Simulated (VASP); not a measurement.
# B (Pm-3m) in VASP: a series of runs

Runs on B. Level: RPBE. Tasks: single point, relaxation of cell and atoms.

Everything below comes from runs of VASP 6.6.1. Logs are shortened: lines on timing, memory, paths and dates and some standing lists are left out, and cuts for length are marked.

## Step 1: The cell of the first run

It takes space group Pm-3m (No. 221, cubic). The conventional cell has a = 1.967 Å, b = 1.967 Å, c = 1.967 Å, α = 90.00°, β = 90.00°, γ = 90.00°. B (site symmetry m-3m) has 6 B at 1.97 Å within 2.6 Å.

## Step 2: Single point, RPBE (volume scaled by 1.12)

The input, INCAR:

```
SYSTEM = B
PREC = Accurate
ENCUT = 500
EDIFF = 1E-6
ISMEAR = -1
SIGMA = 0.1
LREAL = .FALSE.
LASPH = .TRUE.
NELM = 120
ALGO = Normal
ISIF = 2
LWAVE = .FALSE.
LCHARG = .FALSE.
GGA = RP
NBANDS = 8
GGA_COMPAT = .FALSE.
```

The input, KPOINTS:

```
regular mesh
0
G
  18 18 18
  0 0 0
```

The input, POSCAR:

```
B
1.0
    1.9667766818      0.0000000000      0.0000000000
    0.0000000000      1.9667766818      0.0000000000
    0.0000000000      0.0000000000      1.9667766818
B
1
Direct
    0.0000000000      0.0000000000      0.0000000000
```

Potentials or basis: VASP PAW PBE potentials, release 64 (B).

Started as:

```console
> cat potpaw_PBE.64/B/POTCAR > POTCAR
> mpirun -np 1 vasp_std > vasp.out
```

OUTCAR:

```text
SYSTEM = B
   PREC = Accurate
   ENCUT = 500
   EDIFF = 1E-6
   ISMEAR = -1
   LREAL = .FALSE.
   LASPH = .TRUE.
   NELM = 120
   ISIF = 2
   GGA = RP

 ion  position               nearest neighbor table
   1  0.000  0.000  0.000-

  LATTYP: Found a simple cubic cell.
 ALAT       =     1.9667766818

  Lattice vectors:

 A1 = (   1.9667766818,   0.0000000000,   0.0000000000)
 A2 = (   0.0000000000,   1.9667766818,   0.0000000000)
 A3 = (   0.0000000000,   0.0000000000,   1.9667766818)

Analysis of symmetry for initial positions (statically):
=====================================================================
 Subroutine PRICEL returns:
 Original cell was already a primitive cell.

 Routine SETGRP: Setting up the symmetry group for a
 simple cubic supercell.

 Subroutine GETGRP returns: Found 48 space group operations
 (whereof 48 operations were pure point group operations)
 out of a pool of 48 trial point group operations.

The static configuration has the point symmetry O_h .

Analysis of symmetry for dynamics (positions and initial velocities):
=====================================================================
 Subroutine PRICEL returns:
 Original cell was already a primitive cell.

 Routine SETGRP: Setting up the symmetry group for a
 simple cubic supercell.

 Subroutine GETGRP returns: Found 48 space group operations
 (whereof 48 operations were pure point group operations)
 out of a pool of 48 trial point group operations.

The dynamic configuration has the point symmetry O_h .

 Subroutine INISYM returns: Found 48 space group operations
 (whereof 48 operations are pure point group operations),
 and found     1 'primitive' translations

----------------------------------------------------------------------------------------

                                     Primitive cell

  volume of cell :       7.6079

  direct lattice vectors                    reciprocal lattice vectors
     1.966776682  0.000000000  0.000000000     0.508446134  0.000000000  0.000000000
     0.000000000  1.966776682  0.000000000     0.000000000  0.508446134  0.000000000
     0.000000000  0.000000000  1.966776682     0.000000000  0.000000000  0.508446134

  length of vectors
     1.966776682  1.966776682  1.966776682     0.508446134  0.508446134  0.508446134

  position of ions in fractional coordinates (direct lattice)
     0.000000000  0.000000000  0.000000000

  ion indices of the primitive-cell ions
   primitive index   ion index
                 1           1

----------------------------------------------------------------------------------------

 KPOINTS: regular mesh

Automatic generation of k-mesh.
 Grid dimensions read from file:
 generate k-points for:   18   18   18

 Generating k-lattice:

  Cartesian coordinates                     Fractional coordinates (reciprocal lattice)
     0.028247007  0.000000000  0.000000000     0.055555556  0.000000000  0.000000000
     0.000000000  0.028247007  0.000000000     0.000000000  0.055555556  0.000000000
     0.000000000  0.000000000  0.028247007     0.000000000  0.000000000  0.055555556

  Length of vectors
     0.028247007  0.028247007  0.028247007

  Shift w.r.t. Gamma in fractional coordinates (k-lattice)
     0.000000000  0.000000000  0.000000000

 Subroutine IBZKPT returns following result:
 ===========================================

 Found    220 irreducible k-points:

 Following reciprocal coordinates:
            Coordinates               Weight
  0.000000  0.000000  0.000000      1.000000
  0.055556  0.000000  0.000000      6.000000
  0.111111  0.000000  0.000000      6.000000
  0.166667  0.000000  0.000000      6.000000
  0.222222  0.000000  0.000000      6.000000
  0.277778  0.000000  0.000000      6.000000
[... 16 lines left out ...]
  0.277778  0.111111  0.000000     24.000000
  0.333333  0.111111  0.000000     24.000000
 [... further k-points ...]
   k-points           NKPTS =    220   k-points in BZ     NKDIM =    220   number of bands    NBANDS=      8
   number of dos      NEDOS =    301   number of ions     NIONS =      1
   total plane-waves  NPLWV =   2744
   dimension x,y,z NGX =    14 NGY =   14 NGZ =   14
   dimension x,y,z NGXF=    28 NGYF=   28 NGZF=   28
   ions per type =               1
   NGX,Y,Z   is equivalent  to a cutoff of  11.83, 11.83, 11.83 a.u.
   NGXF,Y,Z  is equivalent  to a cutoff of  23.67, 23.67, 23.67 a.u.
 SYSTEM =  B
   PREC   = accura    normal or accurate (medium, high low for compatibility)
   ISTART =      0    job   : 0-new  1-cont  2-samecut
   ICHARG =      2    charge: 1-file 2-atom 10-const
   ISPIN  =      1    spin polarized calculation?
   LNONCOLLINEAR =      F non collinear calculations
   LSORBIT =      F    spin-orbit coupling
   LASPH  =      T    aspherical Exc in radial PAW
   ENCUT  =  500.0 eV  36.75 Ry    6.06 a.u.   3.59  3.59  3.59*2*pi/ulx,y,z
   NELM   =    120;   NELMIN=  2; NELMDL= -5     # of ELM steps
   EDIFF  = 0.1E-05   stopping-criterion for ELM
   LREAL  =      F    real-space projection
   EDIFFG = 0.1E-04   stopping-criterion for IOM
   NSW    =      0    number of steps for IOM
   IBRION =     -1    ionic relax: 0-MD 1-quasi-New 2-CG
   NFREE  =      0    steps in history (QN), initial steepest desc. (CG)
   ISIF   =      2    stress and relaxation
   ISYM   =      2    0-nonsym 1-usesym 2-fastsym
   POTIM  = 0.5000    time-step for ionic-motion
   TEBEG  =    0.0;   TEEND  =   0.0 temperature during run
   PSTRESS=    0.0 pullay stress
   NELECT =       3.0000    total number of electrons
   NUPDOWN=      -1.0000    fix difference up-down
   EMIN   =  10.00;   EMAX   =-10.00  energy-range for DOS
   EFERMI =   0.00;   METHOD = LEGACY
   ISMEAR =    -1;   SIGMA  =   0.10  broadening in eV -4-tet -1-fermi 0-gaus
   EFERMI_NEDOS =   21; number of points for ismear=-14 and -15
   IALGO  =     38    algorithm
   IMIX   =      4    mixing-type and parameters
     AMIX     =   0.40;   BMIX     =  1.00
     AMIX_MAG =   1.60;   BMIX_MAG =  1.00
  volume/ion in A,a.u.               =       7.61        51.34
  Fermi-wavevector in a.u.,A,eV,Ry     =   1.200495  2.268606 19.608542  1.441187
  Thomas-Fermi vector in A             =   2.336329
   LORBIT       =      0    0 simple, 1 ext, 2 COOP (PROOUT), +10 PAW based schemes
   GGA     = RP    functional components
   LHFCALC =     F    Hartree Fock is set to
   AEXX    =    0.0000 exact exchange contribution
   IVDW    =     0    specifies the selected vdW correction
   LEPSILON=     F    determine dielectric tensor
   LRPA    =     F    only Hartree local field effects (RPA)
 non-spin polarized calculation
  energy-cutoff  :      500.00
  volume of cell :        7.61
 maximum number of plane-waves:       208
   NGX =  7   NGY =  7   NGZ =  7

 number of electron       3.0000000 magnetization

 Free energy of the ion-electron system (eV)
  ---------------------------------------------------
  ext. energy  EPLUGINS =         0.00000000
  ---------------------------------------------------
  free energy    TOTEN  =        -5.26196777 eV

  energy without entropy =       -5.25057407  energy(sigma->0) =       -5.25627092

 E-fermi :   5.9420     XC(G=0): -11.8575

 val. band max:        5.9372926826   @ k =   0.4444   0.4444   0.2222
 cond. band min:       5.9519208715   @ k =   0.3333   0.1667   0.0556
 fundamental gap:      0.0146281889
 Fermi energy:         5.9420414483

 k-point     1 :       0.0000    0.0000    0.0000
  band No.  band energies     occupation
      1      -8.7644      2.00000
      2      18.2663      0.00000
      3      18.2663      0.00000
      4      18.2663      0.00000
      5      28.3162      0.00000
      6      28.3162      0.00000
      7      35.8367      0.00000
      8      54.9901      0.00000

 k-point     2 :       0.0556    0.0000    0.0000
  band No.  band energies     occupation
      1      -8.6661      2.00000
      2      17.3008      0.00000
      3      18.3447      0.00000
      4      18.3447      0.00000
      5      28.4278      0.00000
      6      29.3714      0.00000
      7      35.8115      0.00000
      8      54.2267      0.00000

 k-point     3 :       0.1111    0.0000    0.0000
  band No.  band energies     occupation
      1      -8.3716      2.00000
      2      15.1426      0.00000
      3      18.5763      0.00000
      4      18.5763      0.00000
      5      28.7627      0.00000
      6      31.7242      0.00000
      7      35.7949      0.00000
      8      52.2597      0.00000

 k-point     4 :       0.1667    0.0000    0.0000
  band No.  band energies     occupation
      1      -7.8812      2.00000
      2      12.6199      0.00000
      3      18.9489      0.00000
      4      18.9489      0.00000
      5      29.3165      0.00000
      6      33.9676      0.00000
      7      36.3060      0.00000
      8      49.7529      0.00000

 k-point     5 :       0.2222    0.0000    0.0000
  band No.  band energies     occupation
      1      -7.1957      2.00000
      2      10.0597      0.00000
      3      19.4396      0.00000
      4      19.4396      0.00000
      5      30.0812      0.00000
      6      34.4851      0.00000
      7      38.5118      0.00000
      8      47.1828      0.00000
[... 177 lines left out ...]
 k-point    22 :       0.2222    0.1111    0.0000
  band No.  band energies     occupation
      1      -6.8047      2.00000
      2      10.2370      0.00000
      3      16.9095      0.00000
      4      19.7384      0.00000
      5      32.3690      0.00000
      6      33.9314      0.00000
      7      38.8750      0.00000
      8      45.4120      0.00000

 k-point    23 :       0.2778    0.1111    0.0000
  band No.  band energies     occupation
      1      -5.9268      2.00000
      2       7.8344      0.00000
      3      17.5431      0.00000
      4      20.3035      0.00000
      5      32.7909      0.00000
      6      33.4226      0.00000
      7      41.1802      0.00000
      8      43.6978      0.00000

 k-point    24 :       0.3333    0.1111    0.0000
  band No.  band energies     occupation
      1      -4.8583      2.00000
      2       5.5371      1.96573
      3      18.2555      0.00000
      4      20.8917      0.00000
      5      31.7935      0.00000
      6      34.3475      0.00000
      7      41.5403      0.00000
      8      43.1295      0.00000

 [... further k-points ...]
[... 5 lines left out ...]
  --------------------------------------------------------------------------------------
  -------------------------------------------------------------------------------------
  Total       -0.9725878     -0.9725878     -0.9725878      0.0000000     -0.0000000      0.0000000
  in kB     -204.8208835   -204.8208835   -204.8208835      0.0000000     -0.0000000      0.0000000
  external PRESSURE =    -204.8208835 kB  Pullay stress =       0.0000000 kB

 VOLUME and BASIS-vectors are now :
 -----------------------------------------------------------------------------
  energy-cutoff  :      500.00
  volume of cell :        7.61
      direct lattice vectors                 reciprocal lattice vectors
     1.966776682  0.000000000  0.000000000     0.508446134  0.000000000  0.000000000
     0.000000000  1.966776682  0.000000000     0.000000000  0.508446134  0.000000000
     0.000000000  0.000000000  1.966776682     0.000000000  0.000000000  0.508446134

 POSITION                                       TOTAL-FORCE (eV/Angst)
 -----------------------------------------------------------------------------------
      0.00000      0.00000      0.00000         0.000000      0.000000      0.000000
 -----------------------------------------------------------------------------------
    total drift:                                0.000000     -0.000000     -0.000000

  FREE ENERGIE OF THE ION-ELECTRON SYSTEM (eV)
  ---------------------------------------------------
  free  energy   TOTEN  =        -5.2619677729 eV

  energy  without entropy=       -5.2505740669  energy(sigma->0) =       -5.25627092
```

It took 6.6 s on 1 thread of Intel Xeon Platinum 8259CL at 2.50GHz (Skylake/Cascade Lake), shared host; peak memory 0.11 GiB.

Results:

| Property | Result |
| --- | --- |
| Free energy | -5.2620 eV |
| Pressure | -20.5 GPa |

Caveat: the PAW data sets were made with another functional, which shifts forces and pressure a little.

(Part 1 of 2 ends here.)
